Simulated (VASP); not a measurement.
# LiCl (P6_3mc) in VASP: further runs

LiCl is run at these levels: LDA; tasks: single point.

Program: VASP 6.6.1. These are calculated values, not measurements. Logs are shortened: lines on timing, memory, paths and dates and some standing lists are left out, and cuts for length are marked.

### Step 1. The cell of the first run

Symmetry: P6_3mc, No. 186, hexagonal system. Conventional cell: a = 3.689 Å, b = 3.689 Å, c = 6.357 Å, α = 90.00°, β = 90.00°, γ = 120.00°. Within 3.0 Å of Li (site symmetry 3m) lie 4 Cl at 2.27 to 2.40 Å. Cl (site symmetry 3m) has 4 Li at 2.27 to 2.40 Å within 3.0 Å.

### Step 2. Single point, LDA (strain -0.0600 x Voigt [1, 1, 0, 0, 0, 0])

File INCAR:

```
SYSTEM = LiCl
ALGO = Normal ; EDIFF = 1E-6
ENCUT = 520 ; GGA = CA
ISIF = 2 ; ISMEAR = 0
LASPH = .True. ; LCHARG = .False.
LREAL = .False. ; LWAVE = .False.
NBANDS = 18 ; NELM = 100
PREC = Accurate ; SIGMA = 0.05
```

File KPOINTS:

```
k-points
0
Gamma
  9 9 4
  0 0 0
```

File POSCAR:

```
LiCl
1.0
    3.6893892758      0.0000000000      0.0000000000
   -1.8446946379      3.1951048373      0.0000000000
    0.0000000000      0.0000000000      6.3571610000
Li Cl
2 2
Direct
    0.6666666667      0.3333333333      0.8760170000
    0.3333333333      0.6666666667      0.3760170000
    0.6666666667      0.3333333333      0.4989840000
    0.3333333333      0.6666666667      0.9989840000
```

Potentials or basis: VASP PAW LDA potentials, release 64 (Li_sv, Cl).

Launch:

```sh
> cat potpaw_LDA.64/Li_sv/POTCAR potpaw_LDA.64/Cl/POTCAR > POTCAR
> mpirun -np 1 vasp_std > vasp.out
```

OUTCAR:

```text
SYSTEM = LiCl
   EDIFF = 1E-6
   ENCUT = 520
   GGA = CA
   ISIF = 2
   ISMEAR = 0
   LASPH = .True.
   LREAL = .False.
   NELM = 100
   PREC = Accurate

 ion  position               nearest neighbor table
   1  0.667  0.333  0.876-   4 2.27   4 2.27   4 2.27   3 2.40
   2  0.333  0.667  0.376-   3 2.27   3 2.27   3 2.27   4 2.40
   3  0.667  0.333  0.499-   2 2.27   2 2.27   2 2.27   1 2.40
   4  0.333  0.667  0.999-   1 2.27   1 2.27   1 2.27   2 2.40

  LATTYP: Found a hexagonal cell.
 ALAT       =     3.6893892758
 C/A-ratio  =     1.7230930446

  Lattice vectors:

 A1 = (   3.6893892758,   0.0000000000,   0.0000000000)
 A2 = (  -1.8446946379,   3.1951048373,   0.0000000000)
 A3 = (   0.0000000000,   0.0000000000,   6.3571610000)

Analysis of symmetry for initial positions (statically):
=====================================================================
 Subroutine PRICEL returns:
 Original cell was already a primitive cell.

 Routine SETGRP: Setting up the symmetry group for a
 hexagonal supercell.

 Subroutine GETGRP returns: Found 12 space group operations
 (whereof  6 operations were pure point group operations)
 out of a pool of 24 trial point group operations.

The static configuration has the point symmetry C_3v.
 The point group associated with its full space group is C_6v.

Analysis of symmetry for dynamics (positions and initial velocities):
=====================================================================
 Subroutine PRICEL returns:
 Original cell was already a primitive cell.

 Routine SETGRP: Setting up the symmetry group for a
 hexagonal supercell.

 Subroutine GETGRP returns: Found 12 space group operations
 (whereof  6 operations were pure point group operations)
 out of a pool of 24 trial point group operations.

The dynamic configuration has the point symmetry C_3v.
 The point group associated with its full space group is C_6v.

 Subroutine INISYM returns: Found 12 space group operations
 (whereof  6 operations are pure point group operations),
 and found     1 'primitive' translations

----------------------------------------------------------------------------------------

                                     Primitive cell

  volume of cell :      74.9381

  direct lattice vectors                    reciprocal lattice vectors
     3.689389276  0.000000000  0.000000000     0.271047571  0.156489388  0.000000000
    -1.844694638  3.195104837  0.000000000     0.000000000  0.312978776  0.000000000
     0.000000000  0.000000000  6.357161000     0.000000000  0.000000000  0.157302922

  length of vectors
     3.689389276  3.689389276  6.357161000     0.312978776  0.312978776  0.157302922

  position of ions in fractional coordinates (direct lattice)
     0.666666667  0.333333333  0.876017000
     0.333333333  0.666666667  0.376017000
     0.666666667  0.333333333  0.498984000
     0.333333333  0.666666667  0.998984000

  ion indices of the primitive-cell ions
   primitive index   ion index
                 1           1
                 2           2
                 3           3
                 4           4

----------------------------------------------------------------------------------------

 KPOINTS: k-points

Automatic generation of k-mesh.
 Grid dimensions read from file:
 generate k-points for:    9    9    4

 Generating k-lattice:

  Cartesian coordinates                     Fractional coordinates (reciprocal lattice)
     0.030116397  0.017387710  0.000000000     0.111111111  0.000000000  0.000000000
     0.000000000  0.034775420  0.000000000     0.000000000  0.111111111  0.000000000
     0.000000000  0.000000000  0.039325730     0.000000000  0.000000000  0.250000000

  Length of vectors
     0.034775420  0.034775420  0.039325730

  Shift w.r.t. Gamma in fractional coordinates (k-lattice)
     0.000000000  0.000000000  0.000000000

 Subroutine IBZKPT returns following result:
 ===========================================

 Found     36 irreducible k-points:

 Following reciprocal coordinates:
            Coordinates               Weight
  0.000000  0.000000  0.000000      1.000000
  0.111111 -0.000000  0.000000      6.000000
  0.222222 -0.000000  0.000000      6.000000
  0.333333 -0.000000  0.000000      6.000000
  0.444444 -0.000000  0.000000      6.000000
  0.111111  0.111111  0.000000      6.000000
[... 16 lines left out ...]
  0.333333  0.222222  0.250000     24.000000
  0.333333  0.333333  0.250000      4.000000
 [... further k-points ...]
   k-points           NKPTS =     36   k-points in BZ     NKDIM =     36   number of bands    NBANDS=     18
   number of dos      NEDOS =    301   number of ions     NIONS =      4
   total plane-waves  NPLWV =  37632
   dimension x,y,z NGX =    28 NGY =   28 NGZ =   48
   dimension x,y,z NGXF=    56 NGYF=   56 NGZF=   96
   ions per type =               2   2
   NGX,Y,Z   is equivalent  to a cutoff of  12.62, 12.62, 12.55 a.u.
   NGXF,Y,Z  is equivalent  to a cutoff of  25.23, 25.23, 25.10 a.u.
 SYSTEM =  LiCl
   PREC   = accura    normal or accurate (medium, high low for compatibility)
   ISTART =      0    job   : 0-new  1-cont  2-samecut
   ICHARG =      2    charge: 1-file 2-atom 10-const
   ISPIN  =      1    spin polarized calculation?
   LNONCOLLINEAR =      F non collinear calculations
   LSORBIT =      F    spin-orbit coupling
   LASPH  =      T    aspherical Exc in radial PAW
   ENCUT  =  520.0 eV  38.22 Ry    6.18 a.u.   6.86  6.86 11.82*2*pi/ulx,y,z
   NELM   =    100;   NELMIN=  2; NELMDL= -5     # of ELM steps
   EDIFF  = 0.1E-05   stopping-criterion for ELM
   LREAL  =      F    real-space projection
   EDIFFG = 0.1E-04   stopping-criterion for IOM
   NSW    =      0    number of steps for IOM
   IBRION =     -1    ionic relax: 0-MD 1-quasi-New 2-CG
   NFREE  =      0    steps in history (QN), initial steepest desc. (CG)
   ISIF   =      2    stress and relaxation
   ISYM   =      2    0-nonsym 1-usesym 2-fastsym
   POTIM  = 0.5000    time-step for ionic-motion
   TEBEG  =    0.0;   TEEND  =   0.0 temperature during run
   PSTRESS=    0.0 pullay stress
   NELECT =      20.0000    total number of electrons
   NUPDOWN=      -1.0000    fix difference up-down
   EMIN   =  10.00;   EMAX   =-10.00  energy-range for DOS
   EFERMI =   0.00;   METHOD = LEGACY
   ISMEAR =     0;   SIGMA  =   0.05  broadening in eV -4-tet -1-fermi 0-gaus
   EFERMI_NEDOS =   21; number of points for ismear=-14 and -15
   IALGO  =     38    algorithm
   IMIX   =      4    mixing-type and parameters
     AMIX     =   0.40;   BMIX     =  1.00
     AMIX_MAG =   1.60;   BMIX_MAG =  1.00
  volume/ion in A,a.u.               =      18.73       126.43
  Fermi-wavevector in a.u.,A,eV,Ry     =   1.054024  1.991817 15.115622  1.110967
  Thomas-Fermi vector in A             =   2.189168
   LORBIT       =      0    0 simple, 1 ext, 2 COOP (PROOUT), +10 PAW based schemes
   GGA     = CA    functional components
   LHFCALC =     F    Hartree Fock is set to
   AEXX    =    0.0000 exact exchange contribution
   IVDW    =     0    specifies the selected vdW correction
   LEPSILON=     F    determine dielectric tensor
   LRPA    =     F    only Hartree local field effects (RPA)
 non-spin polarized calculation
 Gauss-broadening in eV      SIGMA  =   0.05
  energy-cutoff  :      520.00
  volume of cell :       74.94
 maximum number of plane-waves:      2032
 NGX is ok and might be reduce to    28
   NGX = 13   NGY = 13   NGZ = 23

 number of electron      19.9999985 magnetization

 Free energy of the ion-electron system (eV)
  ---------------------------------------------------
  ext. energy  EPLUGINS =         0.00000000
  ---------------------------------------------------
  free energy    TOTEN  =       -16.01771800 eV

  energy without entropy =      -16.01771800  energy(sigma->0) =      -16.01771800

 E-fermi :  -0.3623     XC(G=0):  -8.5726

 val. band max:       -0.7034412973   @ k =   0.0000   0.0000   0.0000
 cond. band min:       5.1763214617   @ k =   0.0000   0.0000   0.0000
 fundamental gap:      5.8797627590
 Fermi energy:        -0.3622689556

 k-point     1 :       0.0000    0.0000    0.0000
  band No.  band energies     occupation
      1     -42.4158      2.00000
      2     -42.4136      2.00000
      3     -13.6267      2.00000
      4     -13.3006      2.00000
      5      -3.1743      2.00000
      6      -1.0012      2.00000
[... 10 lines left out ...]
     17      10.2400      0.00000
     18      10.2400      0.00000

 k-point     2 :       0.1111   -0.0000    0.0000
  band No.  band energies     occupation
      1     -42.4154      2.00000
      2     -42.4133      2.00000
      3     -13.5874      2.00000
      4     -13.2767      2.00000
      5      -3.0975      2.00000
      6      -1.2625      2.00000
[... 10 lines left out ...]
     17      10.4860      0.00000
     18      10.5394      0.00000

 k-point     3 :       0.2222   -0.0000    0.0000
  band No.  band energies     occupation
      1     -42.4146      2.00000
      2     -42.4128      2.00000
      3     -13.4822      2.00000
      4     -13.2175      2.00000
      5      -2.8889      2.00000
      6      -1.8780      2.00000
[... 10 lines left out ...]
     17      10.3604      0.00000
     18      11.3023      0.00000

 k-point     4 :       0.3333   -0.0000    0.0000
  band No.  band energies     occupation
      1     -42.4135      2.00000
      2     -42.4122      2.00000
      3     -13.3482      2.00000
      4     -13.1563      2.00000
      5      -2.7573      2.00000
      6      -2.3344      2.00000
[... 375 lines left out ...]
      4     -13.1555      2.00000
      5      -2.6126      2.00000
      6      -2.5968      2.00000
[... 10 lines left out ...]
     17      11.0992      0.00000
     18      11.5947      0.00000

 k-point    23 :       0.3333    0.2222    0.2500
  band No.  band energies     occupation
      1     -42.4123      2.00000
      2     -42.4119      2.00000
      3     -13.1827      2.00000
      4     -13.1307      2.00000
      5      -2.8501      2.00000
      6      -2.5347      2.00000
[... 10 lines left out ...]
     17      11.4055      0.00000
     18      12.0426      0.00000

 k-point    24 :       0.3333    0.3333    0.2500
  band No.  band energies     occupation
      1     -42.4119      2.00000
      2     -42.4119      2.00000
      3     -13.1383      2.00000
      4     -13.1383      2.00000
      5      -2.7936      2.00000
      6      -2.3367      2.00000
[... 10 lines left out ...]
     17      11.6138      0.00000
     18      12.3993      0.00000

 [... further k-points ...]

------------------------ aborting loop because EDIFF is reached ----------------------------------------

  FORCE on cell =-STRESS in cart. coord.  units (eV):
  Direction    XX          YY          ZZ          XY          YZ          ZX
  --------------------------------------------------------------------------------------
  -------------------------------------------------------------------------------------
  Total        0.6744227      0.6744227     -0.8463559      0.0000000      0.0000000      0.0000000
  in kB       14.4191591     14.4191591    -18.0950921      0.0000000      0.0000000      0.0000000
  external PRESSURE =       3.5810754 kB  Pullay stress =       0.0000000 kB

 VOLUME and BASIS-vectors are now :
 -----------------------------------------------------------------------------
  energy-cutoff  :      520.00
  volume of cell :       74.94
      direct lattice vectors                 reciprocal lattice vectors
     3.689389276  0.000000000  0.000000000     0.271047571  0.156489388  0.000000000
    -1.844694638  3.195104837  0.000000000     0.000000000  0.312978776  0.000000000
     0.000000000  0.000000000  6.357161000     0.000000000  0.000000000  0.157302922

 POSITION                                       TOTAL-FORCE (eV/Angst)
 -----------------------------------------------------------------------------------
      1.84469      1.06503      5.56898         0.000000     -0.000000     -0.178735
     -0.00000      2.13007      2.39040        -0.000000      0.000000     -0.178735
      1.84469      1.06503      3.17212        -0.000000      0.000000      0.178735
     -0.00000      2.13007      6.35070         0.000000      0.000000      0.178735
 -----------------------------------------------------------------------------------
    total drift:                                0.000000      0.000000     -0.000024

  FREE ENERGIE OF THE ION-ELECTRON SYSTEM (eV)
  ---------------------------------------------------
  free  energy   TOTEN  =       -16.0177180013 eV

  energy  without entropy=      -16.0177180013  energy(sigma->0) =      -16.01771800
```

Wall time 18 s (1 thread of Intel Xeon 6975P-C (Granite Rapids), shared host); peak memory 0.17 GiB.

What came out:

```
Free energy            : -16.0177 eV
Largest force          : 0.179 eV/Å
Band gap on the k mesh : 5.88 eV
```

Forces in eV/Å, atoms in the order of the input:
```
Li   0.000  0.000 -0.179
Li   0.000  0.000 -0.179
Cl   0.000  0.000  0.179
Cl   0.000  0.000  0.179
```

Caveat: the cell differs from its parent crystal (strain -0.0600 x Voigt [1, 1, 0, 0, 0, 0]); the cutoff is under 1.25 times the usual one of these potentials, so pressure, stress and relaxed cells hold a basis-set (Pulay) error; an odd mesh through Γ misses points on the zone boundary, where band edges can lie.

### Step 3. Single point, LDA (strain -0.0450 x Voigt [1, 1, 0, 0, 0, 0])

File INCAR:

```
  ALGO = Normal
  EDIFF = 1E-7
  ENCUT = 520
  GGA = CA
  ISIF = 2
  ISMEAR = 0
  LASPH = T
  LCHARG = T
  LELF = T
  LREAL = F
  LVHAR = T
  LWAVE = F
  NBANDS = 18
  NELM = 80
  PREC = Accurate
  SIGMA = 0.05
```

File KPOINTS:

```
k-points
0
Gamma
  9 9 4
```

POSCAR: that of step 2 with these lines changed.

```diff
@@ -2,4 +2,4 @@
 1.0
-    3.6893892758      0.0000000000      0.0000000000
-   -1.8446946379      3.1951048373      0.0000000000
+    3.7482625090      0.0000000000      0.0000000000
+   -1.8741312545      3.2460905528      0.0000000000
     0.0000000000      0.0000000000      6.3571610000
```

Potentials or basis: VASP PAW LDA potentials, release 64 (Li_sv, Cl).

Launch:

```sh
> cat potpaw_LDA.64/Li_sv/POTCAR potpaw_LDA.64/Cl/POTCAR > POTCAR
> mpirun -np 1 vasp_std > vasp.out
```

Run time: 23 s. Hardware: 1 thread of Intel Xeon 6975P-C (Granite Rapids), shared host; peak memory 0.17 GiB.

It converged, with:

```yaml
Free_energy: -16.0302 eV
Largest_force: 0.113 eV/Å
Band_gap_on_the_k_mesh: 5.80 eV
```

Forces in eV/Å, atoms in the order of the input:
```
Li   0.000  0.000 -0.113
Li   0.000  0.000 -0.113
Cl   0.000  0.000  0.113
Cl   0.000  0.000  0.113
```

Levels at points of the mesh, in eV from the valence-band top:
| k point | band 7 | band 8 | band 9 | band 10 | band 11 | band 12 | band 13 | band 14 |
| --- | --- | --- | --- | --- | --- | --- | --- | --- |
| (0.00, 0.00, 0.00) | -0.30 | -0.09 | 0.00 | 0.00 | 5.80 | 8.16 | 9.77 | 9.97 |
| (0.00, 0.00, 0.50) | -0.15 | -0.15 | -0.15 | -0.15 | 7.20 | 7.20 | 9.90 | 9.90 |

Caveat: the cell differs from its parent crystal (strain -0.0450 x Voigt [1, 1, 0, 0, 0, 0]); the cutoff is under 1.25 times the usual one of these potentials, so pressure, stress and relaxed cells hold a basis-set (Pulay) error; an odd mesh through Γ misses points on the zone boundary, where band edges can lie.
